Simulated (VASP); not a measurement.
Input of a VASP 6.6.1 run:

INCAR

```
SYSTEM = HfN
  PREC = Accurate
  ENCUT = 600
  EDIFF = 1E-6
  ISMEAR = 0
  SIGMA = 0.1
  LREAL = .FALSE.
  LASPH = .TRUE.
  NELM = 100
  ALGO = Normal
  ISIF = 3
  LWAVE = .FALSE.
  LCHARG = .FALSE.
  GGA = PE
  IBRION = 2
  NSW = 100
  EDIFFG = -0.005
```

File KPOINTS:

```
Automatic mesh
0
G
  18 18 8
  0 0 0
```

File POSCAR:

```
HfN
1.0
    3.1339080219      0.0000000000      0.0000000000
   -1.5669540110      2.7140439601      0.0000000000
    0.0000000000      0.0000000000      5.4167677200
Hf N
2 2
Direct
    0.6666666700      0.3333333300      0.7500000000
    0.3333333300      0.6666666700      0.2500000000
    0.0000000000      0.0000000000      0.0000000000
    0.0000000000      0.0000000000      0.5000000000
```

Potentials or basis: VASP PAW PBE potentials, release 64 (Hf_pv, N).

Launch:

```bash
$ cat potpaw_PBE.64/Hf_pv/POTCAR potpaw_PBE.64/N/POTCAR > POTCAR
$ mpirun -np 1 vasp_std > vasp.out
```

(1) Estimate the relaxed cell.

(2) What does it give for the relaxed volume?

## Answers

(1) a = 3.150 Å, b = 3.150 Å, c = 5.435 Å, α = 90.00°, β = 90.00°, γ = 120.00°.

(2) 11.67 Å³/atom.
